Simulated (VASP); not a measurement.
# Fe (Im-3m) in VASP: further runs

Runs on Fe. Level: PBEsol. Tasks: single point, relaxation of cell and atoms.

Program: VASP 6.6.1. These are calculated values, not measurements. Logs are shortened: lines on timing, memory, paths and dates and some standing lists are left out, and cuts for length are marked.

## 1. The cell of the first run

It takes space group Im-3m (No. 229, cubic). The conventional cell has a = 2.789 Å, b = 2.789 Å, c = 2.789 Å, α = 90.00°, β = 90.00°, γ = 90.00°. Fe (site symmetry m-3m) has 14 Fe at 2.42 to 2.79 Å within 3.2 Å.

## 2. Single point, PBEsol, collinear spin, ferromagnetic start

Input file INCAR:

```
SYSTEM = Fe
ALGO = Normal
EDIFF = 1E-6
ENCUT = 520
GGA = PS
ISIF = 2
ISMEAR = 0
ISPIN = 2
LASPH = .TRUE.
LCHARG = .TRUE.
LELF = .TRUE.
LMAXMIX = 4
LORBIT = 11
LREAL = .FALSE.
LVHAR = .TRUE.
LWAVE = .FALSE.
MAGMOM = 2.65
NBANDS = 14
NELM = 150
PREC = Accurate
SIGMA = 0.1
```

Input file KPOINTS:

```
k-points
0
G
  10 10 10
  0 0 0
```

Input file POSCAR:

```
Fe
1.0
   -1.3944553030      1.3944553030      1.3944553030
    1.3944553030     -1.3944553030      1.3944553030
    1.3944553030      1.3944553030     -1.3944553030
Fe
1
Direct
    0.0000000000      0.0000000000      0.0000000000
```

Potentials or basis: VASP PAW PBE potentials, release 64 (Fe).

Started as:

```sh
cat potpaw_PBE.64/Fe/POTCAR > POTCAR
mpirun -np 1 vasp_std > vasp.out
```

OUTCAR:

```text
SYSTEM = Fe
   EDIFF = 1E-6
   ENCUT = 520
   GGA = PS
   ISIF = 2
   ISMEAR = 0
   ISPIN = 2
   LASPH = .TRUE.
   LORBIT = 11
   LREAL = .FALSE.
   NELM = 150
   PREC = Accurate

 ion  position               nearest neighbor table
   1  0.000  0.000  0.000-

  LATTYP: Found a body centered cubic cell.
 ALAT       =     2.7889106060

  Lattice vectors:

 A1 = (  -1.3944553030,   1.3944553030,   1.3944553030)
 A2 = (   1.3944553030,  -1.3944553030,   1.3944553030)
 A3 = (   1.3944553030,   1.3944553030,  -1.3944553030)

Analysis of symmetry for initial positions (statically):
=====================================================================
 Subroutine PRICEL returns:
 Original cell was already a primitive cell.

 Routine SETGRP: Setting up the symmetry group for a
 body centered cubic supercell.

 Subroutine GETGRP returns: Found 48 space group operations
 (whereof 48 operations were pure point group operations)
 out of a pool of 48 trial point group operations.

The static configuration has the point symmetry O_h .

Analysis of symmetry for dynamics (positions and initial velocities):
=====================================================================
 Subroutine PRICEL returns:
 Original cell was already a primitive cell.

 Routine SETGRP: Setting up the symmetry group for a
 body centered cubic supercell.

 Subroutine GETGRP returns: Found 48 space group operations
 (whereof 48 operations were pure point group operations)
 out of a pool of 48 trial point group operations.

The dynamic configuration has the point symmetry O_h .

Analysis of structural, dynamic, and magnetic symmetry:
=====================================================================
 Subroutine PRICEL returns:
 Original cell was already a primitive cell.

 Routine SETGRP: Setting up the symmetry group for a
 body centered cubic supercell.

 Subroutine GETGRP returns: Found 48 space group operations
 (whereof 48 operations were pure point group operations)
 out of a pool of 48 trial point group operations.

The overall configuration has the point symmetry O_h .

 Subroutine INISYM returns: Found 48 space group operations
 (whereof 48 operations are pure point group operations),
 and found     1 'primitive' translations

----------------------------------------------------------------------------------------

                                     Primitive cell

  volume of cell :      10.8461

  direct lattice vectors                    reciprocal lattice vectors
    -1.394455303  1.394455303  1.394455303     0.000000000  0.358562945  0.358562945
     1.394455303 -1.394455303  1.394455303     0.358562945  0.000000000  0.358562945
     1.394455303  1.394455303 -1.394455303     0.358562945  0.358562945  0.000000000

  length of vectors
     2.415267434  2.415267434  2.415267434     0.507084580  0.507084580  0.507084580

  position of ions in fractional coordinates (direct lattice)
     0.000000000  0.000000000  0.000000000

  ion indices of the primitive-cell ions
   primitive index   ion index
                 1           1

----------------------------------------------------------------------------------------

 KPOINTS: k-points

Automatic generation of k-mesh.
 Grid dimensions read from file:
 generate k-points for:   10   10   10

 Generating k-lattice:

  Cartesian coordinates                     Fractional coordinates (reciprocal lattice)
     0.000000000  0.035856294  0.035856294     0.100000000  0.000000000  0.000000000
     0.035856294  0.000000000  0.035856294     0.000000000  0.100000000  0.000000000
     0.035856294  0.035856294  0.000000000     0.000000000  0.000000000  0.100000000

  Length of vectors
     0.050708458  0.050708458  0.050708458

  Shift w.r.t. Gamma in fractional coordinates (k-lattice)
     0.000000000  0.000000000  0.000000000

 Subroutine IBZKPT returns following result:
 ===========================================

 Found     47 irreducible k-points:

 Following reciprocal coordinates:
            Coordinates               Weight
  0.000000  0.000000  0.000000      1.000000
  0.100000  0.000000  0.000000     12.000000
  0.200000  0.000000  0.000000     12.000000
  0.300000  0.000000  0.000000     12.000000
  0.400000  0.000000  0.000000     12.000000
  0.500000  0.000000  0.000000      6.000000
[... 16 lines left out ...]
  0.300000  0.300000  0.100000      8.000000
 -0.300000  0.300000  0.100000     24.000000
 [... further k-points ...]
   k-points           NKPTS =     47   k-points in BZ     NKDIM =     47   number of bands    NBANDS=     14
   number of dos      NEDOS =    301   number of ions     NIONS =      1
   total plane-waves  NPLWV =   5832
   dimension x,y,z NGX =    18 NGY =   18 NGZ =   18
   dimension x,y,z NGXF=    36 NGYF=   36 NGZF=   36
   ions per type =               1
   NGX,Y,Z   is equivalent  to a cutoff of  12.39, 12.39, 12.39 a.u.
   NGXF,Y,Z  is equivalent  to a cutoff of  24.78, 24.78, 24.78 a.u.
 SYSTEM =  Fe
   PREC   = accura    normal or accurate (medium, high low for compatibility)
   ISTART =      0    job   : 0-new  1-cont  2-samecut
   ICHARG =      2    charge: 1-file 2-atom 10-const
   ISPIN  =      2    spin polarized calculation?
   LNONCOLLINEAR =      F non collinear calculations
   LSORBIT =      F    spin-orbit coupling
   LASPH  =      T    aspherical Exc in radial PAW
   ENCUT  =  520.0 eV  38.22 Ry    6.18 a.u.   4.49  4.49  4.49*2*pi/ulx,y,z
   NELM   =    150;   NELMIN=  2; NELMDL= -5     # of ELM steps
   EDIFF  = 0.1E-05   stopping-criterion for ELM
   LREAL  =      F    real-space projection
   EDIFFG = 0.1E-04   stopping-criterion for IOM
   NSW    =      0    number of steps for IOM
   IBRION =     -1    ionic relax: 0-MD 1-quasi-New 2-CG
   NFREE  =      0    steps in history (QN), initial steepest desc. (CG)
   ISIF   =      2    stress and relaxation
   ISYM   =      2    0-nonsym 1-usesym 2-fastsym
   POTIM  = 0.5000    time-step for ionic-motion
   TEBEG  =    0.0;   TEEND  =   0.0 temperature during run
   PSTRESS=    0.0 pullay stress
   NELECT =       8.0000    total number of electrons
   NUPDOWN=      -1.0000    fix difference up-down
   EMIN   =  10.00;   EMAX   =-10.00  energy-range for DOS
   EFERMI =   0.00;   METHOD = LEGACY
   ISMEAR =     0;   SIGMA  =   0.10  broadening in eV -4-tet -1-fermi 0-gaus
   EFERMI_NEDOS =   21; number of points for ismear=-14 and -15
   IALGO  =     38    algorithm
   IMIX   =      4    mixing-type and parameters
     AMIX     =   0.40;   BMIX     =  1.00
     AMIX_MAG =   1.60;   BMIX_MAG =  1.00
  volume/ion in A,a.u.               =      10.85        73.19
  Fermi-wavevector in a.u.,A,eV,Ry     =   1.479155  2.795197 29.768163  2.187898
  Thomas-Fermi vector in A             =   2.593347
   LORBIT       =     11    0 simple, 1 ext, 2 COOP (PROOUT), +10 PAW based schemes
   GGA     = PS    functional components
   LHFCALC =     F    Hartree Fock is set to
   AEXX    =    0.0000 exact exchange contribution
   IVDW    =     0    specifies the selected vdW correction
   LEPSILON=     F    determine dielectric tensor
   LRPA    =     F    only Hartree local field effects (RPA)
 spin polarized calculation
 Gauss-broadening in eV      SIGMA  =   0.10
  energy-cutoff  :      520.00
  volume of cell :       10.85
 maximum number of plane-waves:       321
 NGX is ok and might be reduce to    18
   NGX =  9   NGY =  9   NGZ =  9

 number of electron       8.0000004 magnetization       2.1275355

 Free energy of the ion-electron system (eV)
  ---------------------------------------------------
  ext. energy  EPLUGINS =         0.00000000
  ---------------------------------------------------
  free energy    TOTEN  =        -8.92807682 eV

  energy without entropy =       -8.92306666  energy(sigma->0) =       -8.92557174

 E-fermi :   6.2274     XC(G=0): -13.5437

 val. band max:        6.2264749501   @ k =  -0.4000   0.5000   0.2000
 cond. band min:       6.2397025912   @ k =  -0.4000   0.5000   0.3000
 fundamental gap:      0.0132276411
 Fermi energy:         6.2273542047

 spin component 1

 k-point     1 :       0.0000    0.0000    0.0000
  band No.  band energies     occupation
      1      -2.6342      1.00000
      2       3.7438      1.00000
      3       3.7438      1.00000
      4       3.7438      1.00000
      5       5.1127      1.00000
      6       5.1127      1.00000
      7      31.5485      0.00000
      8      31.5485      0.00000
      9      31.5485      0.00000
     10      36.9625      0.00000
     11      36.9625      0.00000
     12      39.4932      0.00000
     13      39.4932      0.00000
     14      39.4932      0.00000
[... 375 lines left out ...]
 k-point    24 :      -0.3000    0.3000    0.1000
  band No.  band energies     occupation
      1       0.6591      1.00000
      2       3.2048      1.00000
      3       3.4758      1.00000
      4       4.7347      1.00000
      5       5.4670      1.00000
      6       5.6830      1.00000
      7      20.3908      0.00000
      8      26.2337      0.00000
      9      26.8463      0.00000
     10      33.3259      0.00000
     11      33.9313      0.00000
     12      36.8313      0.00000
     13      46.2187      0.00000
     14      46.3373      0.00000

 [... further k-points ...]

 spin component 2

 k-point     1 :       0.0000    0.0000    0.0000
  band No.  band energies     occupation
      1      -2.3835      1.00000
      2       5.6202      1.00000
      3       5.6202      1.00000
      4       5.6202      1.00000
      5       7.6995      0.00000
      6       7.6996      0.00000
      7      31.4538      0.00000
      8      31.4538      0.00000
      9      31.4538      0.00000
     10      37.2595      0.00000
     11      37.2595      0.00000
     12      40.2203      0.00000
     13      40.2203      0.00000
     14      40.2203      0.00000
[... 375 lines left out ...]
 k-point    24 :      -0.3000    0.3000    0.1000
  band No.  band energies     occupation
      1       1.1896      1.00000
      2       4.9619      1.00000
      3       5.1680      1.00000
      4       6.9421      0.00000
      5       7.5014      0.00000
      6       8.1868      0.00000
      7      21.2185      0.00000
      8      26.5650      0.00000
      9      27.5061      0.00000
     10      33.8010      0.00000
     11      34.4648      0.00000
     12      37.3084      0.00000
     13      46.5750      0.00000
     14      46.7595      0.00000

 [... further k-points ...]
[... 5 lines left out ...]
  --------------------------------------------------------------------------------------
  -------------------------------------------------------------------------------------
  Total       -0.0117844     -0.0117844     -0.0117844      0.0000000     -0.0000000      0.0000000
  in kB       -1.7407848     -1.7407848     -1.7407848      0.0000000     -0.0000000      0.0000000
  external PRESSURE =      -1.7407848 kB  Pullay stress =       0.0000000 kB

 VOLUME and BASIS-vectors are now :
 -----------------------------------------------------------------------------
  energy-cutoff  :      520.00
  volume of cell :       10.85
      direct lattice vectors                 reciprocal lattice vectors
    -1.394455303  1.394455303  1.394455303     0.000000000  0.358562945  0.358562945
     1.394455303 -1.394455303  1.394455303     0.358562945  0.000000000  0.358562945
     1.394455303  1.394455303 -1.394455303     0.358562945  0.358562945  0.000000000

 POSITION                                       TOTAL-FORCE (eV/Angst)
 -----------------------------------------------------------------------------------
      0.00000      0.00000      0.00000        -0.000000      0.000000     -0.000000
 -----------------------------------------------------------------------------------
    total drift:                                0.000000      0.000000      0.000000

  FREE ENERGIE OF THE ION-ELECTRON SYSTEM (eV)
  ---------------------------------------------------
  free  energy   TOTEN  =        -8.9280768233 eV

  energy  without entropy=       -8.9230666633  energy(sigma->0) =       -8.92557174

 total charge

# of ion       s       p       d       tot
------------------------------------------
    1        0.509   0.589   6.275   7.373

 magnetization (x)

# of ion       s       p       d       tot
------------------------------------------
    1       -0.014  -0.057   2.183   2.112
```

Run time: 11 s. Hardware: 1 thread of Intel Xeon 6975P-C, shared host; peak memory 0.13 GiB.

What came out:

```
Free energy                                           : -8.9281 eV
Pressure                                              : -0.2 GPa
Net moment                                            : 2.13 μB per cell
Site moments                                          : Fe +2.11 μB
Valence electrons inside the program's atomic spheres : Fe 7.37
```

Levels at points of the mesh, in eV from the Fermi level:
Spin up:
| k point | band 1 | band 2 | band 3 | band 4 | band 5 | band 6 | band 7 | band 8 | band 9 | band 10 |
| --- | --- | --- | --- | --- | --- | --- | --- | --- | --- | --- |
| (0.00, 0.00, 0.00) | -8.86 | -2.48 | -2.48 | -2.48 | -1.11 | -1.11 | 25.32 | 25.32 | 25.32 | 30.74 |
| (0.50, 0.00, 0.00) | -5.28 | -3.66 | -1.06 | -0.90 | 0.36 | 0.42 | 7.68 | 18.62 | 20.80 | 24.04 |
| (0.50, 0.50, 0.50) | -5.20 | -5.20 | 0.13 | 0.13 | 0.13 | 10.11 | 10.11 | 10.11 | 16.04 | 16.04 |
Spin down:
```csv
k point,band 1,band 2,band 3,band 4,band 5,band 6,band 7
"(0.00, 0.00, 0.00)",-8.61,-0.61,-0.61,-0.61,1.47,1.47,25.23
"(0.50, 0.00, 0.00)",-4.02,-1.97,0.57,1.35,1.75,2.60,9.05
"(0.50, 0.50, 0.50)",-3.48,-3.48,2.28,2.28,2.28,10.46,10.46
```

Caveat: the PAW data sets were made with another functional, which shifts forces and pressure a little.

## 3. Relaxation of cell and atoms, PBEsol, collinear spin, ferromagnetic start

This run uses another cell than the first one, of 12.02 Å³/atom, 1.108 times its volume.

Input file INCAR:

```
SYSTEM = Fe
PREC = Accurate
ENCUT = 600
EDIFF = 1E-6
ISMEAR = 0
SIGMA = 0.1
LREAL = .False.
LASPH = .True.
NELM = 150
ALGO = Normal
ISIF = 3
LWAVE = .False.
LCHARG = .False.
ISPIN = 2
MAGMOM = 2.65
LORBIT = 11
LMAXMIX = 4
GGA = PS
IBRION = 2
NSW = 100
EDIFFG = -0.05
```

Input file KPOINTS:

```
regular mesh
0
Gamma
  10 10 10
  0 0 0
```

Input file POSCAR:

```
Fe
1.0
   -1.4430000000      1.4430000000      1.4430000000
    1.4430000000     -1.4430000000      1.4430000000
    1.4430000000      1.4430000000     -1.4430000000
Fe
1
Direct
    0.0000000000      0.0000000000      0.0000000000
```

Potentials or basis: VASP PAW PBE potentials, release 64 (Fe).

Started as:

```sh
cat potpaw_PBE.64/Fe/POTCAR > POTCAR
mpirun -np 1 vasp_std > vasp.out
```

Run time: 24 s. Hardware: 1 thread of Intel Xeon 6975P-C, shared host; peak memory 0.15 GiB.

It converged, with:

| Property | Result |
| --- | --- |
| Free energy | -8.9282 eV |
| Relaxed volume | 10.84 Å³/atom |
| Relaxed cell | a = 2.415 Å, b = 2.415 Å, c = 2.415 Å, α = 109.47°, β = 109.47°, γ = 109.47° |
| Space group after relaxing (to 0.05 Å) | Im-3m (No. 229) |
| Energy gained by relaxing | 82.6 meV/atom |
| Ionic steps | 3 |
| Pressure after relaxing | -0.1 GPa |
| Net moment | 2.13 μB per cell |
| Site moments | Fe +2.11 μB |
| Valence electrons inside the program's atomic spheres | Fe 7.38 |

Step by step:
| step | energy change (eV) | largest force (eV/Å) | pressure (GPa) | volume (Å³) |
| --- | --- | --- | --- | --- |
| 1 | 0.0000 | 0.0000 | -19.64 | 12.02 |
| 2 | 0.0318 | 0.0000 | 33.88 | 9.63 |
| 3 | -0.0826 | 0.0000 | -0.05 | 10.84 |

Final structure:
```
CELL_PARAMETERS angstrom
-1.39413 1.39413 1.39413
1.39413 -1.39413 1.39413
1.39413 1.39413 -1.39413
ATOMIC_POSITIONS crystal
Fe 0.00000 0.00000 0.00000
```

Levels at points of the mesh, in eV from the Fermi level:
Spin up:
| k point | band 3 | band 4 | band 5 | band 6 | band 7 | band 8 |
| --- | --- | --- | --- | --- | --- | --- |
| (0.00, 0.00, 0.00) | -2.49 | -2.49 | -1.12 | -1.12 | 25.33 | 25.33 |
| (0.50, 0.00, 0.00) | -1.06 | -0.91 | 0.36 | 0.42 | 7.68 | 18.62 |
| (0.50, 0.50, 0.50) | 0.13 | 0.13 | 0.13 | 10.11 | 10.11 | 10.11 |
Spin down:
```csv
k point,band 1,band 2,band 3,band 4,band 5,band 6
"(0.00, 0.00, 0.00)",-8.62,-0.61,-0.61,-0.61,1.47,1.47
"(0.50, 0.00, 0.00)",-4.02,-1.98,0.57,1.35,1.75,2.60
"(0.50, 0.50, 0.50)",-3.48,-3.48,2.28,2.28,2.28,10.46
```

Caveat: the PAW data sets were made with another functional, which shifts forces and pressure a little.
